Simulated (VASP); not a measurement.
Set up this calculation in VASP 6.6.1, as the native input.

```yaml
Task: single point
Functional: PBE
Potentials_or_basis: VASP PAW PBE potentials, release 64 (Hf_pv)
Cutoff: 520 eV
k_mesh: 10 × 10 × 5
Occupations: fermi-dirac, width 0.05 eV
Spin: no spin polarisation
Dipole_correction: no
Further_INCAR_settings: ALGO = Normal; EDIFF = 1e-06; NBANDS = 17
```

The structure of Hf lies in POSCAR:

```
Hf
1.0
    3.1314429137      0.0000000000      0.0000000000
   -1.5657214569      2.7119091138      0.0000000000
    0.0000000000      0.0000000000      4.9545506207
Hf
2
Direct
    0.6666666667      0.3333333333      0.7500000000
    0.3333333333      0.6666666667      0.2500000000
```

This cell differs from its parent crystal: volume scaled by 0.94.

One way to write it, as run:

INCAR

```
SYSTEM = Hf
PREC = Accurate
ENCUT = 520
EDIFF = 1E-6
ISMEAR = -1
SIGMA = 0.05
LREAL = .FALSE.
LASPH = .TRUE.
NELM = 60
ALGO = Normal
ISIF = 2
LWAVE = .FALSE.
LCHARG = .FALSE.
GGA = PE
NBANDS = 17
```

KPOINTS

```
regular mesh
0
G
  10 10 5
  0 0 0
```

Potentials or basis: VASP PAW PBE potentials, release 64 (Hf_pv).

Command:

```sh
$ cat potpaw_PBE.64/Hf_pv/POTCAR > POTCAR
$ mpirun -np 1 vasp_std > vasp.out
```

It gave:

The pressure is 7.6 GPa and the band gap on the k mesh is zero (band 10 reaches 6.55 eV, above the bottom of band 11 at 5.00 eV).

Caveat: spin-orbit coupling is left out, which moves the levels of the heavy elements.

It took 30 s on 1 thread of AMD EPYC 7R43 64-Core Processor (Zen 3), on a shared host, peak memory 0.14 GiB.
